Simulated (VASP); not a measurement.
Runs of VASP 6.6.1 on Si2B2C. The structure is that of space group P6_3/mmc (No. 194), or close to it. The cells are those of the table. 

```tsv
task	cell	k mesh	cutoff (eV)	gap on the mesh (eV)	pressure (GPa)	largest force (eV/Å)
single point	a = 3.235, b = 3.235, c = 11.951 Å, angles 90.0, 90.0, 120.0°, 10 atoms	6 × 6 × 2	520	none	23.8	(a)
relaxation of cell and atoms	relaxed from a = 3.235, b = 3.235, c = 11.951 Å, angles 90.0, 90.0, 120.0°, 10 atoms	6 × 6 × 2	600	none	-0.1	0.03
single point	a = 2.955, b = 2.955, c = 11.590 Å, angles 90.0, 90.0, 120.0°, 10 atoms	6 × 6 × 2	520	none	-0.1	0.01
single point	a = 2.948, b = 2.948, c = 11.600 Å, angles 90.0, 90.0, 120.0°, 10 atoms	12 × 12 × 4	520	none	0.0	0.01
```

Alike in all rows: level PBE; potentials or basis VASP PAW PBE potentials, release 64 (Si, B, C); no spin polarisation; smearing gaussian 0.1 eV.

**Question.** Fill in the values left out.

**Answer.** (a) 4.75.

Caveats: some runs use coarse meshes; forces of over 1 eV/Å act on the atoms, so gaps and moduli don't describe the material at rest (some runs).

A gap of «none» marks levels without a gap at the run's occupations.
